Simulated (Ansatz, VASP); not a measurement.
## Two plane-wave programs on ZnO

POSCAR

```
ZnO
1.0
    3.1057925798      0.0000000000      0.0000000000
   -1.5528962899      2.6896952730      0.0000000000
    0.0000000000      0.0000000000      5.2114160271
Zn O
2 2
Direct
    0.3333333333      0.6666666667      0.0012360734
    0.6666666667      0.3333333333      0.5012360734
    0.3333333333      0.6666666667      0.3808639266
    0.6666666667      0.3333333333      0.8808639266
```

File INCAR.step1:

```
  PREC = Accurate
  ENCUT = 520
  ISMEAR = 0
  SIGMA = 0.05
  LREAL = False
  LASPH = True
  NELM = 80
  NBANDS = 26
  GGA = PE
  ALGO = Normal
  EDIFF = 1E-4
  LWAVE = True
  LCHARG = False
```

INCAR.step2

```
  PREC = Accurate
  ENCUT = 520
  EDIFF = 1E-6
  ISMEAR = 0
  SIGMA = 0.05
  LREAL = False
  LASPH = True
  NELM = 80
  ALGO = Normal
  ISIF = 2
  LWAVE = False
  LCHARG = False
  METAGGA = R2SCAN
  LMIXTAU = True
  NBANDS = 26
  ISTART = 1
```

Contents of KPOINTS:

```
Automatic mesh
0
Gamma
  12 12 6
```

Input for Ansatz:

```yaml
crystal:
  lattice:
    - [3.1057925798, 0.0, 0.0]
    - [-1.5528962899, 2.689695273, 0.0]
    - [0.0, 0.0, 5.2114160271]
  atoms:
    - { symbol: Zn, position: [0.3333333333, 0.6666666667, 0.0012360734] }
    - { symbol: Zn, position: [0.6666666667, 0.3333333333, 0.5012360734] }
    - { symbol: O, position: [0.3333333333, 0.6666666667, 0.3808639266] }
    - { symbol: O, position: [0.6666666667, 0.3333333333, 0.8808639266] }
basis:
  ecutwfc: 500
kpoints:
  mp_grid: { grid: [12, 12, 6] }
hamiltonian:
  xc: r2scan
scf:
  occupations: { method: gaussian, width: 0.05 }
output:
  forces: true
  stress: true
  eigenvalues: true
```

Change from the starting cell: strain -0.040 along x and y, +0.000 along z, atoms carried along.

Alike in both runs: task single point; functional r2SCAN; k mesh 12 × 12 × 6; occupations gaussian, width 0.05 eV; no spin polarisation.

|  | VASP | Ansatz |
| --- | --- | --- |
| version | VASP 6.6.1 | Ansatz 0.2.0 |
| potentials or method | VASP PAW PBE potentials, release 64 (Zn, O), cutoff 520 eV | scalar-relativistic, plane waves, PAW |
| valence electrons in the cell | 36 | 36 |

```csv
,VASP,Ansatz,Ansatz less VASP
gap on the k mesh at the Fermi level (eV),1.28,1.27,-0.003
least direct gap on the mesh (eV),1.28,1.27,-0.003
pressure (GPa),16.8,15.1,-1.65
"traceless stress, the component that is largest in VASP (GPa)",-8.64,-8.30,+0.343
rms of the force components (eV/Å),0.306,0.298,-0.0076
```

VASP's potentials were made for PBE, not for r2SCAN. Atom by atom the forces differ by 0.008 eV/Å (rms over components).
